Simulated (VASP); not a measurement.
# Be in VASP: further runs, part 2 of 2

VASP 6.6.1.

### Step 4. Electric field gradients, PBE

This run uses another cell than the first one, of 7.87 Å³/atom, 1.020 times its volume.

INCAR reads:

```
ALGO = Normal
EDIFF = 1E-8
ENCUT = 520
GGA = PE
ISIF = 2
ISMEAR = -1
LASPH = T
LCHARG = F
LEFG = T
LREAL = F
LWAVE = F
NBANDS = 7
NELM = 80
PREC = Accurate
SIGMA = 0.03
```

KPOINTS reads:

```
k-points
0
Gamma
  23 23 23
```

POSCAR reads:

```
Be
1.0
   -1.2531209513      1.2531209513      1.2531209513
    1.2531209513     -1.2531209513      1.2531209513
    1.2531209513      1.2531209513     -1.2531209513
Be
1
Direct
    0.0000000000      0.0000000000      0.0000000000
```

Potentials or basis: VASP PAW PBE potentials, release 64 (Be).

Launch:

```sh
$ cat potpaw_PBE.64/Be/POTCAR > POTCAR
$ mpirun -np 1 vasp_std > vasp.out
```

OUTCAR:

```text
EDIFF = 1E-8
   ENCUT = 520
   GGA = PE
   ISIF = 2
   ISMEAR = -1
   LASPH = T
   LREAL = F
   NELM = 80
   PREC = Accurate

 ion  position               nearest neighbor table
   1  0.000  0.000  0.000-

  LATTYP: Found a body centered cubic cell.
 ALAT       =     2.5062419026

  Lattice vectors:

 A1 = (  -1.2531209513,   1.2531209513,   1.2531209513)
 A2 = (   1.2531209513,  -1.2531209513,   1.2531209513)
 A3 = (   1.2531209513,   1.2531209513,  -1.2531209513)

Analysis of symmetry for initial positions (statically):
=====================================================================
 Subroutine PRICEL returns:
 Original cell was already a primitive cell.

 Routine SETGRP: Setting up the symmetry group for a
 body centered cubic supercell.

 Subroutine GETGRP returns: Found 48 space group operations
 (whereof 48 operations were pure point group operations)
 out of a pool of 48 trial point group operations.

The static configuration has the point symmetry O_h .

Analysis of symmetry for dynamics (positions and initial velocities):
=====================================================================
 Subroutine PRICEL returns:
 Original cell was already a primitive cell.

 Routine SETGRP: Setting up the symmetry group for a
 body centered cubic supercell.

 Subroutine GETGRP returns: Found 48 space group operations
 (whereof 48 operations were pure point group operations)
 out of a pool of 48 trial point group operations.

The dynamic configuration has the point symmetry O_h .
[... 141 lines left out ...]

  energy without entropy =       -3.66503090  energy(sigma->0) =       -3.66531608

 E-fermi :   7.9670     XC(G=0): -10.6269

 val. band max:        7.9214785507   @ k =   0.3043   0.2609   0.0870
 cond. band min:       8.0061580906   @ k =  -0.4348   0.4348   0.3913
 fundamental gap:      0.0846795399
 Fermi energy:         7.9670467630

 k-point     1 :       0.0000    0.0000    0.0000
  band No.  band energies     occupation
      1      -4.3149      2.00000
      2      27.2622      0.00000
      3      27.2622      0.00000
      4      27.2622      0.00000
      5      38.6201      0.00000
      6      38.6201      0.00000
      7      38.6201      0.00000
[... 221 lines left out ...]
 k-point    24 :       0.0870    0.0870    0.0000
  band No.  band energies     occupation
      1      -3.5178      2.00000
      2      24.0871      0.00000
      3      24.2712      0.00000
      4      25.9453      0.00000
      5      34.0370      0.00000
      6      34.5937      0.00000
      7      38.7853      0.00000

 [... further k-points ...]
[... 5 lines left out ...]
  --------------------------------------------------------------------------------------
  -------------------------------------------------------------------------------------
  Total       -0.0352823     -0.0352823     -0.0352823      0.0000000      0.0000000      0.0000000
  in kB       -7.1817136     -7.1817136     -7.1817136      0.0000000      0.0000000      0.0000000
  external PRESSURE =      -7.1817136 kB  Pullay stress =       0.0000000 kB

 VOLUME and BASIS-vectors are now :
 -----------------------------------------------------------------------------
  energy-cutoff  :      520.00
  volume of cell :        7.87
      direct lattice vectors                 reciprocal lattice vectors
    -1.253120951  1.253120951  1.253120951     0.000000000  0.399003783  0.399003783
     1.253120951 -1.253120951  1.253120951     0.399003783  0.000000000  0.399003783
     1.253120951  1.253120951 -1.253120951     0.399003783  0.399003783  0.000000000

 POSITION                                       TOTAL-FORCE (eV/Angst)
 -----------------------------------------------------------------------------------
      0.00000      0.00000      0.00000         0.000000      0.000000      0.000000
 -----------------------------------------------------------------------------------
    total drift:                               -0.000000     -0.000000     -0.000000

  FREE ENERGIE OF THE ION-ELECTRON SYSTEM (eV)
  ---------------------------------------------------
  free  energy   TOTEN  =        -3.6656012648 eV

  energy  without entropy=       -3.6650309033  energy(sigma->0) =       -3.66531608

 Electric field gradients (V/A^2)
---------------------------------------------------------------------
 ion       V_xx      V_yy      V_zz      V_xy      V_xz      V_yz
---------------------------------------------------------------------
   1       0.000     0.000     0.000    -0.000    -0.000    -0.000
---------------------------------------------------------------------

 Electric field gradients after diagonalization (V/A^2)
 (convention: |V_zz| > |V_xx| > |V_yy|)
----------------------------------------------------------------------
 ion       V_xx      V_yy      V_zz     asymmetry (V_yy - V_xx)/ V_zz
----------------------------------------------------------------------
   1       0.000     0.000    -0.000       0.000
----------------------------------------------------------------------

           NMR quadrupolar parameters

 Cq : quadrupolar parameter    Cq=e*Q*V_zz/h
 eta: asymmetry parameters     (V_yy - V_xx)/ V_zz
 Q  : nuclear electric quadrupole moment in mb (millibarn)
----------------------------------------------------------------------
 ion       Cq(MHz)       eta       Q (mb)
----------------------------------------------------------------------
   1      -0.000       0.000       1.000
----------------------------------------------------------------------
```

OSZICAR:

```text
N       E                     dE             d eps       ncg     rms          rms(c)
DAV:   1    -0.231005407799E+01   -0.23101E+01   -0.11154E+03  5516   0.233E+02
DAV:   2    -0.369332200328E+01   -0.13833E+01   -0.12789E+01  7133   0.260E+01
DAV:   3    -0.369541805225E+01   -0.20960E-02   -0.20959E-02  5796   0.921E-01
DAV:   4    -0.369541833848E+01   -0.28623E-06   -0.28579E-06  7630   0.114E-02
DAV:   5    -0.369541833780E+01    0.68657E-09   -0.28551E-10  5964   0.494E-05    0.782E-01
DAV:   6    -0.367404601115E+01    0.21372E-01   -0.23731E-03  5621   0.472E-01    0.481E-01
DAV:   7    -0.366562392198E+01    0.84221E-02   -0.23447E-03  5446   0.493E-01    0.181E-02
DAV:   8    -0.366560113963E+01    0.22782E-04   -0.81723E-06  5782   0.247E-02    0.666E-03
DAV:   9    -0.366560137506E+01   -0.23543E-06   -0.96622E-07  6097   0.696E-03    0.296E-04
DAV:  10    -0.366560135336E+01    0.21696E-07   -0.10613E-09  5621   0.350E-04    0.161E-04
DAV:  11    -0.366560126622E+01    0.87146E-07   -0.23884E-09  4459   0.456E-04    0.402E-06
DAV:  12    -0.366560126480E+01    0.14206E-08   -0.30450E-11  2716   0.330E-05
   1 F= -.36656013E+01 E0= -.36653161E+01  d E =-.570361E-03
```

stdout:

```text
POSCAR found type information on POSCAR Be
 POSCAR found :  1 types and       1 ions
 scaLAPACK will be used
 LDA part: xc-table for (Slater+PW92), standard interpolation
 POSCAR, INCAR and KPOINTS ok, starting setup
 FFT: planning ... GRIDC
 FFT: planning ... GRID_SOFT
 FFT: planning ... GRID
 WAVECAR not read
 entering main loop
ion   1
```

Run time: 24 s. Hardware: 1 thread of AMD EPYC 7R43 (Zen 3), shared host; peak memory 0.08 GiB.

What came out:

```
Free energy            : -3.6656 eV
Pressure               : -0.7 GPa
Band gap on the k mesh : zero (band 1 reaches 11.46 eV, above the bottom of band 2 at 6.61 eV)
```

Levels at points of the mesh, in eV from the Fermi level:
```tsv
k point	band 1	band 2	band 3	band 4	band 5	band 6
(0.00, 0.00, 0.00)	-12.28	19.30	19.30	19.30	30.65	30.65
```

Caveat: without QUAD_EFG the Cq values of the log hold for a quadrupole moment of 1 mb, not for the nuclei.

### Step 5. Electric field gradients, PBE (volume scaled by 0.99)

INCAR reads:

```
SYSTEM = Be
ALGO = Normal
EDIFF = 1E-8
ENCUT = 520
GGA = PE
ISIF = 2
ISMEAR = -1
LASPH = .TRUE.
LCHARG = .FALSE.
LEFG = .TRUE.
LREAL = .FALSE.
LWAVE = .FALSE.
NBANDS = 7
NELM = 60
PREC = Accurate
SIGMA = 0.03
```

KPOINTS reads:

```
k-points
0
G
  23 23 23
  0 0 0
```

POSCAR reads:

```
Be
1.0
   -1.2489298800      1.2489298800      1.2489298800
    1.2489298800     -1.2489298800      1.2489298800
    1.2489298800      1.2489298800     -1.2489298800
Be
1
Direct
    0.0000000000      0.0000000000      0.0000000000
```

Potentials or basis: VASP PAW PBE potentials, release 64 (Be).

Launch:

```sh
$ cat potpaw_PBE.64/Be/POTCAR > POTCAR
$ mpirun -np 1 vasp_std > vasp.out
```

OUTCAR:

```text
SYSTEM = Be
   EDIFF = 1E-8
   ENCUT = 520
   GGA = PE
   ISIF = 2
   ISMEAR = -1
   LASPH = .TRUE.
   LREAL = .FALSE.
   NELM = 60
   PREC = Accurate

 ion  position               nearest neighbor table
   1  0.000  0.000  0.000-

  LATTYP: Found a body centered cubic cell.
 ALAT       =     2.4978597600

  Lattice vectors:

 A1 = (  -1.2489298800,   1.2489298800,   1.2489298800)
 A2 = (   1.2489298800,  -1.2489298800,   1.2489298800)
 A3 = (   1.2489298800,   1.2489298800,  -1.2489298800)

Analysis of symmetry for initial positions (statically):
=====================================================================
 Subroutine PRICEL returns:
 Original cell was already a primitive cell.

 Routine SETGRP: Setting up the symmetry group for a
 body centered cubic supercell.

 Subroutine GETGRP returns: Found 48 space group operations
 (whereof 48 operations were pure point group operations)
 out of a pool of 48 trial point group operations.

The static configuration has the point symmetry O_h .

Analysis of symmetry for dynamics (positions and initial velocities):
=====================================================================
 Subroutine PRICEL returns:
 Original cell was already a primitive cell.

 Routine SETGRP: Setting up the symmetry group for a
 body centered cubic supercell.

 Subroutine GETGRP returns: Found 48 space group operations
 (whereof 48 operations were pure point group operations)
 out of a pool of 48 trial point group operations.

The dynamic configuration has the point symmetry O_h .

 Subroutine INISYM returns: Found 48 space group operations
 (whereof 48 operations are pure point group operations),
 and found     1 'primitive' translations

----------------------------------------------------------------------------------------

                                     Primitive cell

  volume of cell :       7.7925

  direct lattice vectors                    reciprocal lattice vectors
    -1.248929880  1.248929880  1.248929880     0.000000000  0.400342732  0.400342732
     1.248929880 -1.248929880  1.248929880     0.400342732  0.000000000  0.400342732
     1.248929880  1.248929880 -1.248929880     0.400342732  0.400342732  0.000000000

  length of vectors
     2.163210007  2.163210007  2.163210007     0.566170121  0.566170121  0.566170121

  position of ions in fractional coordinates (direct lattice)
     0.000000000  0.000000000  0.000000000

  ion indices of the primitive-cell ions
   primitive index   ion index
                 1           1

----------------------------------------------------------------------------------------

 KPOINTS: k-points

Automatic generation of k-mesh.
 Grid dimensions read from file:
 generate k-points for:   23   23   23

 Generating k-lattice:

  Cartesian coordinates                     Fractional coordinates (reciprocal lattice)
[... 59 lines left out ...]
   NELM   =     60;   NELMIN=  2; NELMDL= -5     # of ELM steps
   EDIFF  = 0.1E-07   stopping-criterion for ELM
   LREAL  =      F    real-space projection
   EDIFFG = 0.1E-06   stopping-criterion for IOM
   NSW    =      0    number of steps for IOM
   IBRION =     -1    ionic relax: 0-MD 1-quasi-New 2-CG
   NFREE  =      0    steps in history (QN), initial steepest desc. (CG)
   ISIF   =      2    stress and relaxation
   ISYM   =      2    0-nonsym 1-usesym 2-fastsym
   POTIM  = 0.5000    time-step for ionic-motion
   TEBEG  =    0.0;   TEEND  =   0.0 temperature during run
   PSTRESS=    0.0 pullay stress
   NELECT =       2.0000    total number of electrons
   NUPDOWN=      -1.0000    fix difference up-down
   EMIN   =  10.00;   EMAX   =-10.00  energy-range for DOS
   EFERMI =   0.00;   METHOD = LEGACY
   ISMEAR =    -1;   SIGMA  =   0.03  broadening in eV -4-tet -1-fermi 0-gaus
   EFERMI_NEDOS =   21; number of points for ismear=-14 and -15
   IALGO  =     38    algorithm
   IMIX   =      4    mixing-type and parameters
     AMIX     =   0.40;   BMIX     =  1.00
     AMIX_MAG =   1.60;   BMIX_MAG =  1.00
  volume/ion in A,a.u.               =       7.79        52.59
  Fermi-wavevector in a.u.,A,eV,Ry     =   1.040383  1.966040 14.726916  1.082398
  Thomas-Fermi vector in A             =   2.174957
   LORBIT       =      0    0 simple, 1 ext, 2 COOP (PROOUT), +10 PAW based schemes
   GGA     = PE    functional components
   LHFCALC =     F    Hartree Fock is set to
   AEXX    =    0.0000 exact exchange contribution
   IVDW    =     0    specifies the selected vdW correction
   LEPSILON=     F    determine dielectric tensor
   LRPA    =     F    only Hartree local field effects (RPA)
 non-spin polarized calculation
  energy-cutoff  :      520.00
  volume of cell :        7.79
 maximum number of plane-waves:       236
   NGX =  7   NGY =  7   NGZ =  7

 number of electron       2.0000000 magnetization

 Free energy of the ion-electron system (eV)
  ---------------------------------------------------
  ext. energy  EPLUGINS =         0.00000000
  ---------------------------------------------------
  free energy    TOTEN  =        -3.66565004 eV

  energy without entropy =       -3.66509317  energy(sigma->0) =       -3.66537161

 E-fermi :   8.0540     XC(G=0): -10.6599

 val. band max:        8.0064214436   @ k =   0.3043   0.2609   0.0870
 cond. band min:       8.0956402400   @ k =  -0.4348   0.4348   0.3913
 fundamental gap:      0.0892187965
 Fermi energy:         8.0540094886

 k-point     1 :       0.0000    0.0000    0.0000
  band No.  band energies     occupation
      1      -4.2875      2.00000
      2      27.5103      0.00000
      3      27.5103      0.00000
      4      27.5103      0.00000
      5      38.9065      0.00000
      6      38.9065      0.00000
      7      38.9065      0.00000
[... 221 lines left out ...]
 k-point    24 :       0.0870    0.0870    0.0000
  band No.  band energies     occupation
      1      -3.4875      2.00000
      2      24.3094      0.00000
      3      24.4853      0.00000
      4      26.1778      0.00000
      5      34.2955      0.00000
      6      34.8554      0.00000
      7      39.0690      0.00000

 [... further k-points ...]
[... 5 lines left out ...]
  --------------------------------------------------------------------------------------
  -------------------------------------------------------------------------------------
  Total        0.0256535      0.0256535      0.0256535      0.0000000     -0.0000000     -0.0000000
  in kB        5.2745179      5.2745179      5.2745179      0.0000000     -0.0000000     -0.0000000
  external PRESSURE =       5.2745179 kB  Pullay stress =       0.0000000 kB

 VOLUME and BASIS-vectors are now :
 -----------------------------------------------------------------------------
  energy-cutoff  :      520.00
  volume of cell :        7.79
      direct lattice vectors                 reciprocal lattice vectors
    -1.248929880  1.248929880  1.248929880     0.000000000  0.400342732  0.400342732
     1.248929880 -1.248929880  1.248929880     0.400342732  0.000000000  0.400342732
     1.248929880  1.248929880 -1.248929880     0.400342732  0.400342732  0.000000000

 POSITION                                       TOTAL-FORCE (eV/Angst)
 -----------------------------------------------------------------------------------
      0.00000      0.00000      0.00000        -0.000000      0.000000      0.000000
 -----------------------------------------------------------------------------------
    total drift:                                0.000000     -0.000000     -0.000000

  FREE ENERGIE OF THE ION-ELECTRON SYSTEM (eV)
  ---------------------------------------------------
  free  energy   TOTEN  =        -3.6656500444 eV

  energy  without entropy=       -3.6650931729  energy(sigma->0) =       -3.66537161

 Electric field gradients (V/A^2)
---------------------------------------------------------------------
 ion       V_xx      V_yy      V_zz      V_xy      V_xz      V_yz
---------------------------------------------------------------------
   1      -0.000     0.000     0.000     0.000     0.000     0.000
---------------------------------------------------------------------

 Electric field gradients after diagonalization (V/A^2)
 (convention: |V_zz| > |V_xx| > |V_yy|)
----------------------------------------------------------------------
 ion       V_xx      V_yy      V_zz     asymmetry (V_yy - V_xx)/ V_zz
----------------------------------------------------------------------
   1      -0.000    -0.000     0.000       0.000
----------------------------------------------------------------------

           NMR quadrupolar parameters

 Cq : quadrupolar parameter    Cq=e*Q*V_zz/h
 eta: asymmetry parameters     (V_yy - V_xx)/ V_zz
 Q  : nuclear electric quadrupole moment in mb (millibarn)
----------------------------------------------------------------------
 ion       Cq(MHz)       eta       Q (mb)
----------------------------------------------------------------------
   1       0.000       0.000       1.000
----------------------------------------------------------------------
```

OSZICAR:

```text
N       E                     dE             d eps       ncg     rms          rms(c)
DAV:   1    -0.247356741072E+01   -0.24736E+01   -0.10947E+03  5544   0.228E+02
DAV:   2    -0.369445941290E+01   -0.12209E+01   -0.11638E+01  7070   0.249E+01
DAV:   3    -0.369632767319E+01   -0.18683E-02   -0.18675E-02  5852   0.870E-01
DAV:   4    -0.369632804228E+01   -0.36910E-06   -0.36933E-06  7728   0.120E-02
DAV:   5    -0.369632804276E+01   -0.48008E-09   -0.30691E-10  5852   0.449E-05    0.790E-01
DAV:   6    -0.367428318184E+01    0.22045E-01   -0.25047E-03  5635   0.488E-01    0.486E-01
DAV:   7    -0.366567217011E+01    0.86110E-02   -0.24569E-03  5460   0.508E-01    0.182E-02
DAV:   8    -0.366564984581E+01    0.22324E-04   -0.80993E-06  5845   0.245E-02    0.686E-03
DAV:   9    -0.366565005397E+01   -0.20816E-06   -0.99578E-07  6055   0.706E-03    0.319E-04
DAV:  10    -0.366565004442E+01    0.95517E-08   -0.10989E-09  5733   0.347E-04
   1 F= -.36656500E+01 E0= -.36653716E+01  d E =-.556871E-03
```

stdout:

```text
POSCAR found type information on POSCAR Be
 POSCAR found :  1 types and       1 ions
 scaLAPACK will be used
 LDA part: xc-table for (Slater+PW92), standard interpolation
 POSCAR, INCAR and KPOINTS ok, starting setup
 FFT: planning ... GRIDC
 FFT: planning ... GRID_SOFT
 FFT: planning ... GRID
 WAVECAR not read
 entering main loop
ion   1
```

Run time: 16 s. Hardware: 1 thread of AMD EPYC 7R43 (Zen 3), shared host; peak memory 0.08 GiB.

What came out:

```yaml
Free_energy: -3.6657 eV
Pressure: 0.5 GPa
Band_gap_on_the_k_mesh: zero (band 1 reaches 11.58 eV, above the bottom of band 2 at 6.69 eV)
```

Caveat: the cell differs from its parent crystal (volume scaled by 0.99); without QUAD_EFG the Cq values of the log hold for a quadrupole moment of 1 mb, not for the nuclei.

### Step 6. The runs side by side

| cell | gap on the mesh (eV) | pressure (GPa) |
| --- | --- | --- |
| a = 2.156 Å, angles 108.9, 108.9, 110.6°, 1 atom | none | 1.9 |
| a = 2.178 Å, angles 109.5°, 1 atom | none | -1.9 |
| a = 2.170 Å, angles 109.5°, 1 atom | none | -0.7 |
| a = 2.163 Å, angles 109.5°, 1 atom | none | 0.5 |

Alike in all rows: task electric field gradients; level PBE; potentials or basis VASP PAW PBE potentials, release 64 (Be); no spin polarisation; k mesh 23 × 23 × 23; cutoff (eV) 520; smearing fermi-dirac 0.03 eV.

Absolute energies hang on the potentials; compare differences alone.
